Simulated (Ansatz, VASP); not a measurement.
**One calculation of Cs2BN2, two programs**

Contents of INCAR:

```
SYSTEM = Cs2BN2
  PREC = Accurate
  ENCUT = 600
  EDIFF = 1E-7
  ISMEAR = 0
  SIGMA = 0.1
  LREAL = .FALSE.
  LASPH = .TRUE.
  NELM = 200
  ALGO = Normal
  ISIF = 3
  LWAVE = .FALSE.
  LCHARG = .FALSE.
  ISPIN = 2
  MAGMOM = 0 0 0 0.26 0.26
  LORBIT = 11
  GGA = PE
  IBRION = 2
  NSW = 100
  EDIFFG = -0.01
  GGA_COMPAT = .FALSE.
  NELMIN = 4
  KPAR = 4
```

Contents of KPOINTS:

```
Automatic mesh
0
G
  10 10 4
  0 0 0
```

File POSCAR:

```
Cs2BN2
1.0
    4.2965756676      0.0000000000      0.0000000000
    0.0000000000      4.2965756676      0.0000000000
    0.0000000000      0.0000000000      9.3111682424
Cs B N
2 1 2
Direct
    0.0000000000      0.0000000000      0.7161759926
    0.0000000000      0.0000000000      0.2838240074
    0.5000000000      0.5000000000      0.5000000000
    0.5000000000      0.5000000000      0.3550616235
    0.5000000000      0.5000000000      0.6449383765
```

Input for Ansatz:

```yaml
crystal:
  lattice:
    - [4.2965756676, 0.0, 0.0]
    - [0.0, 4.2965756676, 0.0]
    - [0.0, 0.0, 9.3111682424]
  atoms:
    - { symbol: Cs, position: [0.0, 0.0, 0.7161759926] }
    - { symbol: Cs, position: [0.0, 0.0, 0.2838240074] }
    - { symbol: B, position: [0.5, 0.5, 0.5] }
    - { symbol: "N", position: [0.5, 0.5, 0.3550616235], spin: 0.26 }
    - { symbol: "N", position: [0.5, 0.5, 0.6449383765], spin: 0.26 }
basis:
  ecutwfc: 420
kpoints:
  mp_grid: { grid: [10, 10, 4] }
hamiltonian:
  xc: pbe
scf:
  occupations: { method: gaussian, width: 0.1 }
output:
  forces: true
  stress: true
  eigenvalues: true
  populations: true
magnetization:
  spin_polarized: true
relax:
  adjacent_minimum: "off"
  f_tol: 0.01
  max_steps: 80
  cell: { stress_tol: 0.05 }
```

Alike in both runs: task relaxation of cell and atoms; functional PBE; k mesh 10 × 10 × 4; occupations gaussian, width 0.1 eV; collinear spin.

|  | VASP | Ansatz |
| --- | --- | --- |
| version | VASP 6.6.1 | Ansatz 0.2.0 |
| potentials or method | VASP PAW PBE potentials, release 64 (Cs_sv, B, N), cutoff 600 eV | scalar-relativistic, plane waves, PAW |
| valence electrons in the cell | 31 | 31 |

VASP gave:

```
gap on the k mesh at the Fermi level, each at its own relaxed structure (eV) : none
net moment per atom (μB)                                                     : 0.20
size of the moment on the site where the two differ most (μB)                : 0.35
relaxed volume (Å³/atom)                                                     : 34.42
relaxed cell length with the largest relative difference (Å)                 : 4.299
```

Q: Which values does Ansatz return?

A: gap on the k mesh at the Fermi level, each at its own relaxed structure (eV): none; net moment per atom (μB): 0.20; size of the moment on the site where the two differ most (μB): 0.23; relaxed volume (Å³/atom): 34.38; relaxed cell length with the largest relative difference (Å): 4.297.

Site moments also hang on the region over which each program counts them. A gap of «none» marks a metal or a gap that the smearing closes.

Spin-orbit coupling is off throughout.
